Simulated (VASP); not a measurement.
# ZnC3 (Fd-3m) in VASP: a series of runs, part 3 of 3

VASP 6.6.1.

## Step 6: Relaxation of cell and atoms, PBE

INCAR reads:

```
  PREC = Accurate
  ENCUT = 600
  EDIFF = 1E-7
  ISMEAR = 0
  SIGMA = 0.02
  LREAL = False
  LASPH = True
  NELM = 80
  ALGO = Normal
  ISIF = 3
  LWAVE = False
  LCHARG = False
  GGA = PE
  IBRION = 2
  NSW = 100
  EDIFFG = -0.01
```

KPOINTS reads:

```
regular mesh
0
Gamma
  10 10 10
```

POSCAR reads:

```
ZnC3
1.0
    0.0000000000      3.4072827027      3.4072827027
    3.4072827027      0.0000000000      3.4072827027
    3.4072827027      3.4072827027      0.0000000000
Zn C
2 6
Direct
    0.5000000000      0.5000000000      0.5000000000
    0.7500000000      0.7500000000      0.7500000000
    0.1250000000      0.1250000000      0.1250000000
    0.1250000000      0.1250000000      0.6250000000
    0.1250000000      0.6250000000      0.1250000000
    0.6250000000      0.1250000000      0.1250000000
    0.2500000000      0.2500000000      0.2500000000
    0.0000000000      0.0000000000      0.0000000000
```

Potentials or basis: VASP PAW PBE potentials, release 64 (Zn, C).

Launch:

```console
$ cat potpaw_PBE.64/Zn/POTCAR potpaw_PBE.64/C/POTCAR > POTCAR
$ mpirun -np 1 vasp_std > vasp.out
```

OUTCAR:

```text
PREC = Accurate
   ENCUT = 600
   EDIFF = 1E-7
   ISMEAR = 0
   LREAL = False
   LASPH = True
   NELM = 80
   ISIF = 3
   GGA = PE
   IBRION = 2
   NSW = 100
   EDIFFG = -0.01

 ion  position               nearest neighbor table
   1  0.500  0.500  0.500-   2 2.95   2 2.95   2 2.95   2 2.95
   2  0.750  0.750  0.750-   1 2.95   1 2.95   1 2.95   1 2.95
   3  0.125  0.125  0.125-   7 1.48   8 1.48
   4  0.125  0.125  0.625-   7 1.48   8 1.48
   5  0.125  0.625  0.125-   7 1.48   8 1.48
   6  0.625  0.125  0.125-   7 1.48   8 1.48
   7  0.250  0.250  0.250-   3 1.48   4 1.48   5 1.48   6 1.48
   8  0.000  0.000  0.000-   3 1.48   4 1.48   5 1.48   6 1.48

  LATTYP: Found a face centered cubic cell.
 ALAT       =     6.8145654054

  Lattice vectors:

 A1 = (   0.0000000000,   3.4072827027,   3.4072827027)
 A2 = (   3.4072827027,   0.0000000000,   3.4072827027)
 A3 = (   3.4072827027,   3.4072827027,   0.0000000000)
[... 280 lines left out ...]
  free energy    TOTEN  =       -41.95292781 eV

  energy without entropy =      -41.95215563  energy(sigma->0) =      -41.95254172

 E-fermi :   5.1309     XC(G=0): -11.5182

 val. band max:        5.1291820325   @ k =   0.5000   0.4000   0.1000
 cond. band min:       5.1358995177   @ k =  -0.4000   0.4000   0.2000
 fundamental gap:      0.0067174852
 Fermi energy:         5.1309003786

 k-point     1 :       0.0000    0.0000    0.0000
  band No.  band energies     occupation
      1     -14.2557      2.00000
      2     -11.0788      2.00000
      3      -7.1080      2.00000
      4      -7.1080      2.00000
      5      -7.1080      2.00000
      6      -4.5622      2.00000
[... 757 lines left out ...]
     28       6.6972      0.00000
     29       8.3661      0.00000

 [... further k-points ...]

------------------------ aborting loop because EDIFF is reached ----------------------------------------

  FORCE on cell =-STRESS in cart. coord.  units (eV):
  Direction    XX          YY          ZZ          XY          YZ          ZX
  --------------------------------------------------------------------------------------
  -------------------------------------------------------------------------------------
  Total        0.0064440      0.0064440      0.0064440      0.0000000      0.0000000      0.0000000
  in kB        0.1307552      0.1307552      0.1307552      0.0000000      0.0000000      0.0000000
  external PRESSURE =       0.1307552 kB  Pullay stress =       0.0000000 kB
[... 23 lines left out ...]
  FREE ENERGIE OF THE ION-ELECTRON SYSTEM (eV)
  ---------------------------------------------------
  free  energy   TOTEN  =       -41.9529278124 eV

  energy  without entropy=      -41.9521556338  energy(sigma->0) =      -41.95254172

 reached required accuracy - stopping structural energy minimisation
```

OSZICAR:

```text
N       E                     dE             d eps       ncg     rms          rms(c)
DAV:   1     0.396933286848E+03    0.39693E+03   -0.25108E+04  2726   0.228E+03
[... 24 lines left out ...]
       N       E                     dE             d eps       ncg     rms          rms(c)
DAV:   1    -0.419533982310E+02   -0.52881E-03   -0.75931E-03  3362   0.110E+00    0.156E-01
DAV:   2    -0.419529949319E+02    0.40330E-03   -0.18598E-03  3382   0.684E-01    0.576E-02
DAV:   3    -0.419529433972E+02    0.51535E-04   -0.59852E-05  3515   0.640E-02    0.270E-02
DAV:   4    -0.419529305709E+02    0.12826E-04   -0.77197E-06  3673   0.281E-02    0.104E-02
DAV:   5    -0.419529278100E+02    0.27610E-05   -0.18764E-06  3791   0.180E-02    0.148E-03
DAV:   6    -0.419529278124E+02   -0.24711E-08   -0.66255E-07  2728   0.768E-03
   3 F= -.41952928E+02 E0= -.41952542E+02  d E =-.165933E-03
```

CONTCAR:

```text
ZnC3
   1.00000000000000
    -0.0000000000000000    3.4050756380218412    3.4050756380218412
     3.4050756380218412   -0.0000000000000000    3.4050756380218412
     3.4050756380218412    3.4050756380218412    0.0000000000000000
  Zn              C
     2     6
Direct
     0.5000000000000000    0.5000000000000000    0.5000000000000000
     0.7500000000000000    0.7500000000000000    0.7500000000000000
     0.1250000000000000    0.1250000000000000    0.1250000000000000
     0.1250000000000000    0.1250000000000000    0.6250000000000000
     0.1250000000000000    0.6250000000000000    0.1250000000000000
     0.6250000000000000    0.1250000000000000    0.1250000000000000
     0.2500000000000000    0.2500000000000000    0.2500000000000000
     0.0000000000000000    0.0000000000000000    0.0000000000000000

  0.00000000E+00  0.00000000E+00  0.00000000E+00
  0.00000000E+00  0.00000000E+00  0.00000000E+00
  0.00000000E+00  0.00000000E+00  0.00000000E+00
  0.00000000E+00  0.00000000E+00  0.00000000E+00
  0.00000000E+00  0.00000000E+00  0.00000000E+00
  0.00000000E+00  0.00000000E+00  0.00000000E+00
  0.00000000E+00  0.00000000E+00  0.00000000E+00
  0.00000000E+00  0.00000000E+00  0.00000000E+00
```

Run time: 3.1 min. Hardware: 1 thread of AMD EPYC 9R45 (Zen 5), shared host; peak memory 0.27 GiB.

What came out:

```
Free energy                           : -41.9529 eV
Relaxed volume                        : 9.87 Å³/atom
Relaxed cell                          : a = 4.816 Å, b = 4.816 Å, c = 4.816 Å, α = 60.00°, β = 60.00°, γ = 60.00°
Space group after relaxing (to 0.1 Å) : Fd-3m (No. 227)
Energy gained by relaxing             : 0.0 meV/atom
Ionic steps                           : 3
Pressure after relaxing               : 0.0 GPa
Band gap on the k mesh                : zero (bands 24 and 25 overlap by 0.11 eV)
```

The path:
```tsv
step	energy change (eV)	largest force (eV/Å)	pressure (GPa)	volume (Å³)
1	0.0000	0.0000	-0.35	79.11
2	-0.0001	0.0000	0.21	78.87
3	-0.0002	0.0000	0.01	78.96
```

Final structure:
```
CELL_PARAMETERS angstrom
0.00000 3.40508 3.40508
3.40508 0.00000 3.40508
3.40508 3.40508 0.00000
ATOMIC_POSITIONS crystal
Zn 0.50000 0.50000 0.50000
Zn 0.75000 0.75000 0.75000
C 0.12500 0.12500 0.12500
C 0.12500 0.12500 0.62500
C 0.12500 0.62500 0.12500
C 0.62500 0.12500 0.12500
C 0.25000 0.25000 0.25000
C 0.00000 0.00000 0.00000
```

## Step 7: Overview

| task | cell | k mesh | cutoff (eV) | smearing | gap on the mesh (eV) | pressure (GPa) | relaxed volume (Å³/atom) |
| --- | --- | --- | --- | --- | --- | --- | --- |
| single point | a = 4.819 Å, angles 60.0°, 8 atoms | 4 × 4 × 4 | 520 | gaussian 0.1 eV | 0.33 | 0.3 | - |
| single point | a = 5.286 Å, angles 60.0°, 8 atoms | 4 × 4 × 4 | 520 | gaussian 0.1 eV | 0.08 | -27.3 | - |
| single point | a = 4.815 Å, angles 60.0°, 8 atoms | 10 × 10 × 10 | 520 | gaussian 0.02 eV | none | 0.3 | - |
| relaxation of cell and atoms | relaxed from a = 5.286 Å, angles 60.0°, 8 atoms | 4 × 4 × 4 | 600 | gaussian 0.1 eV | 0.33 | 0.2 | 9.88 |
| relaxation of cell and atoms | relaxed from a = 4.819 Å, angles 60.0°, 8 atoms | 10 × 10 × 10 | 600 | gaussian 0.02 eV | none | 0.0 | 9.87 |

Alike in all rows: level PBE; potentials or basis VASP PAW PBE potentials, release 64 (Zn, C); no spin polarisation.

Caveats: the cell stands under tension (at least some runs); the volume moved by over 15 % at a fixed basis, so the end points are rough (at least some runs).

Total energies depend on the potentials used, so only differences within one code and one set of settings carry meaning.
